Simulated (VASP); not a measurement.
## Se: relaxation of cell and atoms with r2SCAN

Se:

```
Se
1.0
     0.00000    2.16813    2.16813
     2.16813    0.00000    2.16813
     2.16813    2.16813    0.00000
Se
1
Direct
  0.00000 0.00000 0.00000
```

| Property | Result |
| --- | --- |
| Program | VASP 6.6.1 |
| Task | relaxation of cell and atoms |
| Functional | r2SCAN |
| Potentials or basis | VASP PAW PBE potentials, release 64 (Se) |
| Cutoff | 600 eV |
| k mesh | 22 × 22 × 22 |
| Occupations | gaussian, width 0.1 eV |
| Spin | no spin polarisation |
| Dipole correction | no |
| Further INCAR settings | ALGO = Normal; EDIFF = 1e-06; IBRION = 2; EDIFFG = -0.01; NSW = 100; ISIF = 3 |

| Quantity | Value |
| --- | --- |
| Relaxed volume | 20.33 Å³/atom |
| Relaxed cell | a = 3.064 Å, b = 3.064 Å, c = 3.064 Å, α = 60.00°, β = 60.00°, γ = 60.00° |
| Space group after relaxing (to 0.05 Å) | Fm-3m (No. 225) |
| Energy gained by relaxing | 0.0 meV/atom |
| Ionic steps | 2 |
| Pressure after relaxing | 0.1 GPa |
| Band gap on the k mesh | zero (band 3 reaches 8.34 eV, above the bottom of band 4 at 2.95 eV) |

Final structure:
```xyz
1
Lattice="0.0000 2.1663 2.1663 2.1663 0.0000 2.1663 2.1663 2.1663 0.0000" Properties=species:S:1:pos:R:3 pbc="T T T"
Se    2.1663    2.1663    4.3325
```

Levels at points of the mesh, in eV from the Fermi level:
```
           k point  band 1  band 2  band 3  band 4  band 5  band 6  band 7
(0.00, 0.00, 0.00)  -16.71    3.14    3.14    3.14   12.37   12.65   12.65
(0.50, 0.00, 0.00)  -13.36   -6.93    1.81    1.81    9.28   11.76   11.76
(0.50, 0.50, 0.00)  -12.04   -6.07   -0.87   -0.87    5.61    6.47   23.67
```

It took 8.1 min on 1 thread of Oxide Virtual Turin-like Processor (shared host), peak memory 0.16 GiB.

Caveat: the PAW data sets were made with another functional, which shifts forces and pressure a little.
